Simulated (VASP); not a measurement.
Runs of VASP 6.6.1 on Mo. The structure is that of space group Im-3m (No. 229), or close to it. The cells are those of the table. 

| cell | further INCAR settings | gap on the mesh (eV) | pressure (GPa) |
| --- | --- | --- | --- |
| a = 2.735 Å, angles 108.7, 109.9, 109.9°, 1 atom | ALGO = Fast; EDIFF = 1e-07; NBANDS = 13 | none | -6.5 |
| a = 2.668 Å, angles 112.8, 107.8, 107.8°, 1 atom | ALGO = Fast; EDIFF = 1e-06; NBANDS = 13 | none | (a) |
| a = 2.777 Å, angles 106.3, 111.1, 111.1°, 1 atom | ALGO = Fast; EDIFF = 1e-06; NBANDS = 13 | none | -16.1 |
| a = 2.762 Å, angles 107.1, 110.7, 110.7°, 1 atom | ALGO = Fast; EDIFF = 1e-07; NBANDS = 13 | none | -13.2 |

Alike in all rows: task single point; level PBEsol; potentials or basis VASP PAW PBE potentials, release 64 (Mo_sv); no spin polarisation; k mesh 22 × 22 × 22; cutoff (eV) 520; smearing gaussian 0.15 eV.

Q: Estimate the missing entries.

A: (a) 16.8.

Caveats: the PAW data sets were made with another functional, which shifts forces and pressure a little; the cell stands under tension (at least some runs); the stress differs along the axes, from 9 to 32 GPa (at least some runs); the stress differs along the axes, from -26 to -11 GPa (at least some runs); the stress differs along the axes, from -21 to -9 GPa (at least some runs).

A k mesh can miss the band edges, and the runs leave out spin-orbit coupling on Mo.

A gap of «none» marks levels without a gap at the run's occupations.
